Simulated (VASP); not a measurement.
Set up this calculation in VASP 6.6.1, as the native input.

```
Task                   : single point
Functional             : LDA
Potentials or basis    : VASP PAW LDA potentials, release 64 (O)
Cutoff                 : 520 eV
k mesh                 : 1 × 1 × 1
Occupations            : fermi-dirac, width 0.05 eV
Spin                   : collinear spin, ferromagnetic start
Starting moments       : [0.54, 0.55, 0.54, 0.54, 0.55, 0.54, 0.54, 0.55, 0.54, 0.54, 0.54, 0.54, 0.55, 0.54, 0.54, 0.54, 0.55, 0.54, 0.54, 0.55] μB
Dipole correction      : no
Further INCAR settings : LREAL = Auto; ALGO = Normal; EDIFF = 1e-06; NBANDS = 80
```

The structure of O lies in POSCAR:

```
O
1.0
    7.2176520000      0.0000000000      0.0000000000
    0.0000000000      7.2176520000      0.0000000000
    0.0000000000      0.0000000000      7.2176520000
O
20
Direct
    0.5395244880      0.5762400293      0.4873468546
    0.6169457879      0.4816524820      0.3820494532
    0.7055064445      0.6869824148      0.8784989911
    0.7186686197      0.5348969443      0.8133115866
    0.3650079001      0.4617845249      1.0025005362
    0.3499060359      0.4114218862      0.8417141752
    0.3705360137      1.0044540801      0.5826687128
    0.4217160927      1.0152054990      0.4250274189
    0.7623670412      0.0974832258      0.3042540704
    0.6981771911     -0.0191475012      0.1989566690
    0.9763701547      0.8771827736      0.5415888713
    1.0239063895      0.8921183787      0.6991747455
    0.7313597275      0.2019770418      0.8554582571
    0.6667819396      0.1171987788      0.7264827952
    0.1826355718      0.3194529190      0.5113158684
    0.0885052369      0.4249165795      0.5977428671
    0.3955857113      0.8617068265     -0.0127603825
    0.3539516729      1.0058257173     -0.0729045956
   -0.1057269040      0.6091454673      0.2128254452
    0.0542143068      0.6723239081      0.1930960373
```

The input as run:

INCAR

```
SYSTEM = O
PREC = Accurate
ENCUT = 520
EDIFF = 1E-6
ISMEAR = -1
SIGMA = 0.05
LREAL = Auto
LASPH = .TRUE.
NELM = 150
ALGO = Normal
ISIF = 2
LWAVE = .FALSE.
LCHARG = .TRUE.
ISPIN = 2
MAGMOM = 0.54 0.55 0.54 0.54 0.55 0.54 0.54 0.55 0.54 0.54 0.54 0.54 0.55 0.54 0.54 0.54 0.55 0.54 0.54 0.55
LORBIT = 11
GGA = CA
LELF = .TRUE.
LVHAR = .TRUE.
NBANDS = 80
```

KPOINTS

```
regular mesh
0
G
  1 1 1
  0 0 0
```

Potentials or basis: VASP PAW LDA potentials, release 64 (O).

Launch:

```console
$ cat potpaw_LDA.64/O/POTCAR > POTCAR
$ mpirun -np 1 vasp_gam > vasp.out
```

It gave:

```yaml
Pressure: 2.8 GPa
Largest_force: 5.295 eV/Å
Net_moment: 15.98 μB per cell
Site_moments: O +0.77, +0.78, +0.02, +0.04, +0.80, +0.79, +0.81, +0.05 (each value once) μB
Valence_electrons_inside_the_program's_atomic_spheres: O 4.98, 4.97, 4.91, 4.92, 4.89, 4.93, 4.88, 4.85 (each value once)
```

Caveat: the k points lie up to 0.87 Å⁻¹ apart; the standard files for N, O and F lose accuracy on very short bonds.

Run time: 96 s on 1 thread of Intel(R) Xeon(R) Platinum 8488C (Sapphire Rapids) (shared host), peak memory 0.32 GiB.
